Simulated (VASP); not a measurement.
## TaN: single point with PBEsol

TaN:

```
Ta N
1.0
     2.69007    0.00000    0.00000
    -1.34503    2.32967    0.00000
     0.00000    0.00000    2.75590
Ta N
1 1
Direct
  0.33333 0.66667 0.50000
  0.00000 0.00000 0.00000
```

This cell differs from its parent crystal: strain -0.080 along x and y, -0.040 along z.

```
Program                : VASP 6.6.1
Task                   : single point
Functional             : PBEsol
Potentials or basis    : VASP PAW PBE potentials, release 64 (Ta_pv, N)
Cutoff                 : 520 eV
k mesh                 : 24 × 24 × 20
Occupations            : gaussian, width 0.15 eV
Spin                   : no spin polarisation
Dipole correction      : no
Further INCAR settings : ALGO = Normal; EDIFF = 1e-06; NBANDS = 15
```

The pressure is 118.2 GPa. The band gap on the k mesh is zero (band 8 reaches 10.86 eV, above the bottom of band 9 at 10.29 eV).

Stress tensor (GPa, compression positive):
```
126.92   0.00   0.00
  0.00 126.92   0.00
  0.00   0.00 100.62
```

Levels at points of the mesh, in eV from the Fermi level:
```
           k point  band 4  band 5  band 6  band 7  band 8  band 9  band 10  band 11  band 12  band 13
(0.00, 0.00, 0.00)  -19.46   -5.55   -5.25   -5.25   -3.36    4.37     4.38     4.38     5.26     5.26
(0.50, 0.00, 0.00)  -16.09   -9.54   -6.89   -4.66   -3.30    3.67     5.95     6.19     7.50     9.64
(0.00, 0.00, 0.50)  -15.35  -10.76   -4.18   -4.18   -0.31   -0.31     2.32     4.31     4.31    10.41
(0.50, 0.00, 0.50)  -17.23   -8.69   -7.08   -6.75    0.14    5.83     7.61     7.74     9.46    13.42
```

Wall time 72 s on 1 thread of Intel(R) Xeon(R) Platinum 8488C (Sapphire Rapids), on a shared host, peak memory 0.27 GiB.

Caveat: the cell differs from its parent crystal (strain -0.080 along x and y, -0.040 along z); the PAW data sets were made with another functional, which shifts forces and pressure a little; spin-orbit coupling is left out, which moves the levels of the heavy elements.
